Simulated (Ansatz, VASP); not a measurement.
**TiNi in VASP and in Ansatz**

```
Ti Ni
1.0
     2.97377    0.00000    0.00000
     0.00000    2.97377    0.00000
     0.00000    0.00000    2.97377
Ti Ni
1 1
Direct
  0.50000 0.50000 0.50000
  0.00000 0.00000 0.00000
```

Alike in both runs: functional PBEsol; k mesh 8 × 8 × 8; occupations fermi-dirac, width 0.15 eV; collinear spin.

Ansatz relaxed the structure, and its values are those at the end. VASP's run is a single point on that final structure, the one shown.

|  | VASP | Ansatz |
| --- | --- | --- |
| version | VASP 6.6.1 | Ansatz 0.2.0 |
| potentials or method | VASP PAW PBE potentials, release 64 (Ti_sv, Ni), cutoff 520 eV | plane waves, PAW |
| valence electrons in the cell | 22 | 30 |

VASP gave:

* pressure (GPa): -0.4
* net moment per atom (μB): 0.00

What did Ansatz give for the same quantities?

Pressure (GPa): 0.0; net moment per atom (μB): 0.00.

VASP's potentials were made for PBE, not for PBEsol. VASP's potentials hold 22 valence electrons a cell and Ansatz's 30, so a difference there can come from the potentials and not from the codes. Ansatz's warnings: seeded moment not kept.
